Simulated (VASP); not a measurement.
# Ag (P6_3/mmc) in VASP: further runs

Runs on Ag. Level: PBEsol. Tasks: single point.

All numbers are computed with VASP 6.6.1; they aren't measurements. Logs are shortened: lines on timing, memory, paths and dates and some standing lists are left out, and cuts for length are marked.

## 1. The cell of the first run

Symmetry: P6_3/mmc, No. 194, hexagonal system. The conventional cell has a = 2.816 Å, b = 2.816 Å, c = 9.312 Å, α = 90.00°, β = 90.00°, γ = 120.00°. Within 3.7 Å of Ag (site symmetry -6m2) lie 12 Ag at 2.82 to 2.84 Å. Ag (site symmetry -3m) has 12 Ag at 2.82 to 2.84 Å within 3.7 Å.

## 2. Single point, PBEsol (volume scaled by 0.96)

INCAR

```
ALGO = Normal
EDIFF = 1E-6
ENCUT = 520
GGA = PS
ISIF = 2
ISMEAR = -1
LASPH = True
LCHARG = False
LREAL = False
LWAVE = False
NBANDS = 30
NELM = 60
PREC = Accurate
SIGMA = 0.1
```

KPOINTS

```
k-points
0
Gamma
  17 17 5
```

POSCAR

```
Ag
1.0
    2.8159003303      0.0000000000      0.0000000000
   -1.4079501651      2.4386412205      0.0000000000
    0.0000000000      0.0000000000      9.3116114036
Ag
4
Direct
    0.3333333333      0.6666666667      0.2500000000
    0.6666666667      0.3333333333      0.7500000000
    0.0000000000      1.0000000000      1.0000000000
    0.0000000000      1.0000000000      0.5000000000
```

Potentials or basis: VASP PAW PBE potentials, release 64 (Ag).

Run with:

```bash
> cat potpaw_PBE.64/Ag/POTCAR > POTCAR
> mpirun -np 1 vasp_std > vasp.out
```

OUTCAR:

```text
EDIFF = 1E-6
   ENCUT = 520
   GGA = PS
   ISIF = 2
   ISMEAR = -1
   LASPH = True
   LREAL = False
   NELM = 60
   PREC = Accurate

 ion  position               nearest neighbor table
   1  0.333  0.667  0.250-   3 2.84   4 2.84   3 2.84   4 2.84   3 2.84   4 2.84
   2  0.667  0.333  0.750-   3 2.84   4 2.84   3 2.84   4 2.84   3 2.84   4 2.84
   3  0.000  0.000  0.000-   1 2.84   2 2.84   1 2.84   2 2.84   2 2.84   1 2.84
   4  0.000  0.000  0.500-   1 2.84   2 2.84   1 2.84   2 2.84   2 2.84   1 2.84

  LATTYP: Found a hexagonal cell.
 ALAT       =     2.8159003303
 C/A-ratio  =     3.3067972269

  Lattice vectors:

 A1 = (   2.8159003303,   0.0000000000,   0.0000000000)
 A2 = (  -1.4079501651,   2.4386412205,   0.0000000000)
 A3 = (   0.0000000000,   0.0000000000,   9.3116114036)

Analysis of symmetry for initial positions (statically):
=====================================================================
 Subroutine PRICEL returns:
 Original cell was already a primitive cell.

 Routine SETGRP: Setting up the symmetry group for a
 hexagonal supercell.

 Subroutine GETGRP returns: Found 24 space group operations
 (whereof 12 operations were pure point group operations)
 out of a pool of 24 trial point group operations.

The static configuration has the point symmetry D_3d.
 The point group associated with its full space group is D_6h.

Analysis of symmetry for dynamics (positions and initial velocities):
=====================================================================
 Subroutine PRICEL returns:
 Original cell was already a primitive cell.

 Routine SETGRP: Setting up the symmetry group for a
 hexagonal supercell.

 Subroutine GETGRP returns: Found 24 space group operations
 (whereof 12 operations were pure point group operations)
 out of a pool of 24 trial point group operations.

The dynamic configuration has the point symmetry D_3d.
 The point group associated with its full space group is D_6h.

 Subroutine INISYM returns: Found 24 space group operations
 (whereof 12 operations are pure point group operations),
 and found     1 'primitive' translations

----------------------------------------------------------------------------------------

                                     Primitive cell

  volume of cell :      63.9426

  direct lattice vectors                    reciprocal lattice vectors
     2.815900330  0.000000000  0.000000000     0.355126206  0.205032210  0.000000000
    -1.407950165  2.438641221  0.000000000     0.000000000  0.410064421  0.000000000
     0.000000000  0.000000000  9.311611404     0.000000000  0.000000000  0.107392798

  length of vectors
     2.815900330  2.815900330  9.311611404     0.410064421  0.410064421  0.107392798

  position of ions in fractional coordinates (direct lattice)
     0.333333333  0.666666667  0.250000000
     0.666666667  0.333333333  0.750000000
     0.000000000  0.000000000  0.000000000
     0.000000000  0.000000000  0.500000000

  ion indices of the primitive-cell ions
   primitive index   ion index
                 1           1
                 2           2
                 3           3
                 4           4

----------------------------------------------------------------------------------------

 KPOINTS: k-points

Automatic generation of k-mesh.
 Grid dimensions read from file:
 generate k-points for:   17   17    5

 Generating k-lattice:

  Cartesian coordinates                     Fractional coordinates (reciprocal lattice)
     0.020889777  0.012060718  0.000000000     0.058823529  0.000000000  0.000000000
     0.000000000  0.024121437  0.000000000     0.000000000  0.058823529  0.000000000
     0.000000000  0.000000000  0.021478560     0.000000000  0.000000000  0.200000000

  Length of vectors
     0.024121437  0.024121437  0.021478560

  Shift w.r.t. Gamma in fractional coordinates (k-lattice)
     0.000000000  0.000000000  0.000000000

 Subroutine IBZKPT returns following result:
 ===========================================

 Found     99 irreducible k-points:

 Following reciprocal coordinates:
            Coordinates               Weight
  0.000000  0.000000  0.000000      1.000000
  0.058824  0.000000  0.000000      6.000000
  0.117647  0.000000  0.000000      6.000000
  0.176471  0.000000  0.000000      6.000000
  0.235294  0.000000  0.000000      6.000000
  0.294118  0.000000  0.000000      6.000000
[... 16 lines left out ...]
  0.411765  0.117647  0.000000     12.000000
  0.176471  0.176471  0.000000      6.000000
 [... further k-points ...]
   k-points           NKPTS =     99   k-points in BZ     NKDIM =     99   number of bands    NBANDS=     30
   number of dos      NEDOS =    301   number of ions     NIONS =      4
   total plane-waves  NPLWV =  40320
   dimension x,y,z NGX =    24 NGY =   24 NGZ =   70
   dimension x,y,z NGXF=    48 NGYF=   48 NGZF=  140
   ions per type =               4
   NGX,Y,Z   is equivalent  to a cutoff of  14.17, 14.17, 12.50 a.u.
   NGXF,Y,Z  is equivalent  to a cutoff of  28.34, 28.34, 25.00 a.u.
 SYSTEM =  unknown system
   PREC   = accura    normal or accurate (medium, high low for compatibility)
   ISTART =      0    job   : 0-new  1-cont  2-samecut
   ICHARG =      2    charge: 1-file 2-atom 10-const
   ISPIN  =      1    spin polarized calculation?
   LNONCOLLINEAR =      F non collinear calculations
   LSORBIT =      F    spin-orbit coupling
   LASPH  =      T    aspherical Exc in radial PAW
   ENCUT  =  520.0 eV  38.22 Ry    6.18 a.u.   5.24  5.24 17.31*2*pi/ulx,y,z
   NELM   =     60;   NELMIN=  2; NELMDL= -5     # of ELM steps
   EDIFF  = 0.1E-05   stopping-criterion for ELM
   LREAL  =      F    real-space projection
   EDIFFG = 0.1E-04   stopping-criterion for IOM
   NSW    =      0    number of steps for IOM
   IBRION =     -1    ionic relax: 0-MD 1-quasi-New 2-CG
   NFREE  =      0    steps in history (QN), initial steepest desc. (CG)
   ISIF   =      2    stress and relaxation
   ISYM   =      2    0-nonsym 1-usesym 2-fastsym
   POTIM  = 0.5000    time-step for ionic-motion
   TEBEG  =    0.0;   TEEND  =   0.0 temperature during run
   PSTRESS=    0.0 pullay stress
   NELECT =      44.0000    total number of electrons
   NUPDOWN=      -1.0000    fix difference up-down
   EMIN   =  10.00;   EMAX   =-10.00  energy-range for DOS
   EFERMI =   0.00;   METHOD = LEGACY
   ISMEAR =    -1;   SIGMA  =   0.10  broadening in eV -4-tet -1-fermi 0-gaus
   EFERMI_NEDOS =   21; number of points for ismear=-14 and -15
   IALGO  =     38    algorithm
   IMIX   =      4    mixing-type and parameters
     AMIX     =   0.40;   BMIX     =  1.00
     AMIX_MAG =   1.60;   BMIX_MAG =  1.00
  volume/ion in A,a.u.               =      15.99       107.88
  Fermi-wavevector in a.u.,A,eV,Ry     =   1.445315  2.731248 28.421675  2.088934
  Thomas-Fermi vector in A             =   2.563510
   LORBIT       =      0    0 simple, 1 ext, 2 COOP (PROOUT), +10 PAW based schemes
   GGA     = PS    functional components
   LHFCALC =     F    Hartree Fock is set to
   AEXX    =    0.0000 exact exchange contribution
   IVDW    =     0    specifies the selected vdW correction
   LEPSILON=     F    determine dielectric tensor
   LRPA    =     F    only Hartree local field effects (RPA)
 non-spin polarized calculation
  energy-cutoff  :      520.00
  volume of cell :       63.94
 maximum number of plane-waves:      1737
 NGX is ok and might be reduce to    24
   NGX = 11   NGY = 11   NGZ = 35

 number of electron      43.9999998 magnetization

 Free energy of the ion-electron system (eV)
  ---------------------------------------------------
  ext. energy  EPLUGINS =         0.00000000
  ---------------------------------------------------
  free energy    TOTEN  =       -13.20106685 eV

  energy without entropy =      -13.16846730  energy(sigma->0) =      -13.18476708

 E-fermi :   9.2386     XC(G=0): -12.8013

 val. band max:        9.1613145917   @ k =   0.4706   0.0588   0.2000
 cond. band min:       9.2430157478   @ k =   0.1176   0.1176   0.4000
 fundamental gap:      0.0817011561
 Fermi energy:         9.2385539895

 k-point     1 :       0.0000    0.0000    0.0000
  band No.  band energies     occupation
      1       0.8394      2.00000
      2       2.2786      2.00000
      3       2.2812      2.00000
      4       2.3269      2.00000
      5       4.0784      2.00000
      6       4.1309      2.00000
[... 22 lines left out ...]
     29      25.0117      0.00000
     30      25.9867      0.00000

 k-point     2 :       0.0588    0.0000    0.0000
  band No.  band energies     occupation
      1       0.9423      2.00000
      2       2.3707      2.00000
      3       2.3719      2.00000
      4       2.3935      2.00000
      5       4.0536      2.00000
      6       4.0800      2.00000
[... 22 lines left out ...]
     29      25.0131      0.00000
     30      25.7650      0.00000

 k-point     3 :       0.1176    0.0000    0.0000
  band No.  band energies     occupation
      1       1.2407      2.00000
      2       2.5681      2.00000
      3       2.6238      2.00000
      4       2.6273      2.00000
      5       3.8080      2.00000
      6       3.9706      2.00000
[... 22 lines left out ...]
     29      24.7097      0.00000
     30      24.8819      0.00000

 k-point     4 :       0.1765    0.0000    0.0000
  band No.  band energies     occupation
      1       1.6963      2.00000
      2       2.7662      2.00000
      3       2.9248      2.00000
      4       2.9590      2.00000
      5       3.5562      2.00000
      6       3.7155      2.00000
[... 22 lines left out ...]
     29      23.3266      0.00000
     30      23.3484      0.00000

 k-point     5 :       0.2353    0.0000    0.0000
  band No.  band energies     occupation
      1       2.2046      2.00000
      2       2.8253      2.00000
      3       2.9869      2.00000
      4       3.1311      2.00000
      5       3.4373      2.00000
      6       3.5086      2.00000
[... 22 lines left out ...]
     29      21.5579      0.00000
     30      21.7746      0.00000
[... 526 lines left out ...]
     29      19.2903      0.00000
     30      21.5970      0.00000

 k-point    22 :       0.3529    0.1176    0.0000
  band No.  band energies     occupation
      1       2.5587      2.00000
      2       2.5782      2.00000
      3       2.6968      2.00000
      4       3.1555      2.00000
      5       3.2199      2.00000
      6       3.4686      2.00000
[... 22 lines left out ...]
     29      18.6906      0.00000
     30      20.5054      0.00000

 k-point    23 :       0.4118    0.1176    0.0000
  band No.  band energies     occupation
      1       2.4714      2.00000
      2       2.5235      2.00000
      3       2.6269      2.00000
      4       3.0848      2.00000
      5       3.1631      2.00000
      6       3.4570      2.00000
[... 22 lines left out ...]
     29      18.3017      0.00000
     30      19.0707      0.00000

 k-point    24 :       0.1765    0.1765    0.0000
  band No.  band energies     occupation
      1       2.9396      2.00000
      2       3.0243      2.00000
      3       3.0901      2.00000
      4       3.2784      2.00000
      5       3.3958      2.00000
      6       3.4227      2.00000
[... 22 lines left out ...]
     29      20.6821      0.00000
     30      20.8903      0.00000

 [... further k-points ...]

------------------------ aborting loop because EDIFF is reached ----------------------------------------

  FORCE on cell =-STRESS in cart. coord.  units (eV):
  Direction    XX          YY          ZZ          XY          YZ          ZX
  --------------------------------------------------------------------------------------
  -------------------------------------------------------------------------------------
  Total        2.1881364      2.1881364      1.9082163      0.0000000      0.0000000      0.0000000
  in kB       54.8270577     54.8270577     47.8132384      0.0000000      0.0000000      0.0000000
  external PRESSURE =      52.4891180 kB  Pullay stress =       0.0000000 kB

 VOLUME and BASIS-vectors are now :
 -----------------------------------------------------------------------------
  energy-cutoff  :      520.00
  volume of cell :       63.94
      direct lattice vectors                 reciprocal lattice vectors
     2.815900330  0.000000000  0.000000000     0.355126206  0.205032210  0.000000000
    -1.407950165  2.438641221  0.000000000     0.000000000  0.410064421  0.000000000
     0.000000000  0.000000000  9.311611404     0.000000000  0.000000000  0.107392798

 POSITION                                       TOTAL-FORCE (eV/Angst)
 -----------------------------------------------------------------------------------
     -0.00000      1.62576      2.32790        -0.000000      0.000000      0.000000
      1.40795      0.81288      6.98371         0.000000     -0.000000      0.000000
      0.00000      0.00000      0.00000         0.000000      0.000000     -0.000000
      0.00000      0.00000      4.65581        -0.000000      0.000000     -0.000000
 -----------------------------------------------------------------------------------
    total drift:                               -0.000000      0.000000      0.000000

  FREE ENERGIE OF THE ION-ELECTRON SYSTEM (eV)
  ---------------------------------------------------
  free  energy   TOTEN  =       -13.2010668545 eV

  energy  without entropy=      -13.1684673014  energy(sigma->0) =      -13.18476708
```

Wall time 66 s (1 thread of Intel Xeon 6975P-C (Granite Rapids), shared host); peak memory 0.28 GiB.

Results:

| Property | Result |
| --- | --- |
| Free energy | -13.2011 eV |
| Pressure | 5.2 GPa |
| Band gap on the k mesh | zero (band 22 reaches 12.29 eV, above the bottom of band 23 at 6.02 eV) |

Stress tensor (GPa, compression positive):
```
5.48 0.00 0.00
0.00 5.48 0.00
0.00 0.00 4.78
```

Caveat: the PAW data sets were made with another functional, which shifts forces and pressure a little.

(Part 1 of 2 ends here.)
